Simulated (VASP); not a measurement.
Write the native input for VASP 6.6.1 that does the following.

```yaml
Task: electric field gradients
Functional: PBE
Potentials_or_basis: VASP PAW PBE potentials, release 64 (Ti_sv, O)
Cutoff: 520 eV
k_mesh: 7 × 7 × 10
Occupations: fermi-dirac, width 0.05 eV
Spin: no spin polarisation
Dipole_correction: no
Further_INCAR_settings: ALGO = Normal; EDIFF = 1e-08; NBANDS = 33
```

The structure of TiO2 lies in POSCAR:

```
TiO2
1.0
    4.5940000000      0.0000000000      0.0000000000
    0.0000000000      4.5940000000      0.0000000000
    0.0000000000      0.0000000000      2.9590000000
Ti O
2 4
Direct
    0.0000000000      0.0000000000      0.0000000000
    0.5000000000      0.5000000000      0.5000000000
    0.3060000000      0.3060000000      0.0000000000
    0.1940000000      0.8060000000      0.5000000000
    0.6940000000      0.6940000000      0.0000000000
    0.8060000000      0.1940000000      0.5000000000
```

One way to write it, as run:

INCAR

```
SYSTEM = TiO2
PREC = Accurate
ENCUT = 520
EDIFF = 1E-8
ISMEAR = -1
SIGMA = 0.05
LREAL = .FALSE.
LASPH = .TRUE.
NELM = 80
ALGO = Normal
ISIF = 2
LWAVE = .FALSE.
LCHARG = .FALSE.
GGA = PE
LEFG = .TRUE.
NBANDS = 33
```

KPOINTS

```
regular mesh
0
G
  7 7 10
  0 0 0
```

Potentials or basis: VASP PAW PBE potentials, release 64 (Ti_sv, O).

Command:

```sh
$ cat potpaw_PBE.64/Ti_sv/POTCAR potpaw_PBE.64/O/POTCAR > POTCAR
$ mpirun -np 1 vasp_std > vasp.out
```

It gave:

| Item | Value |
| --- | --- |
| Pressure | 6.1 GPa |
| Largest force | 0.263 eV/Å |
| Band gap on the k mesh | 1.91 eV, direct |

Caveat: without QUAD_EFG the Cq values of the log hold for a quadrupole moment of 1 mb, not for the nuclei.

It took 3.1 min on 1 thread of Intel Xeon 8259CL (shared host), peak memory 0.24 GiB.
